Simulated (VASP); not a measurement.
Here is a VASP 6.6.1 calculation.

The input INCAR:

```
SYSTEM = Y2Be2N
PREC = Accurate
ENCUT = 600
EDIFF = 1E-6
ISMEAR = 0
SIGMA = 0.1
LREAL = .False.
LASPH = .True.
NELM = 60
ALGO = Normal
ISIF = 3
LWAVE = .False.
LCHARG = .False.
GGA = PE
IBRION = 2
NSW = 90
EDIFFG = -0.04
```

Contents of KPOINTS:

```
Automatic mesh
0
Gamma
  6 6 6
  0 0 0
```

Contents of POSCAR:

```
Y2Be2N
1.0
   -1.9120316000      2.5132690800      3.7967424500
    1.9120316000     -2.5132690800      3.7967424500
    1.9120316000      2.5132690800     -3.7967424500
Y Be N
2 2 1
Direct
    0.7025882100      0.2025882100      0.5000000000
    0.2974117900      0.7974117900      0.5000000000
    0.7097414700      0.5000000000      0.2097414700
    0.2902585300      0.5000000000      0.7902585300
    0.0000000000      0.0000000000      0.0000000000
```

Potentials or basis: VASP PAW PBE potentials, release 64 (Y_sv, Be, N).

Run with:

```bash
$ cat potpaw_PBE.64/Y_sv/POTCAR potpaw_PBE.64/Be/POTCAR potpaw_PBE.64/N/POTCAR > POTCAR
$ mpirun -np 1 vasp_std > vasp.out
```

(1) What does it give for the band gap on the k mesh?

(2) Predict the relaxed volume.

Answers

(1) zero (an odd number of electrons rules out a gap without spin polarisation).

(2) 15.41 Å³/atom.
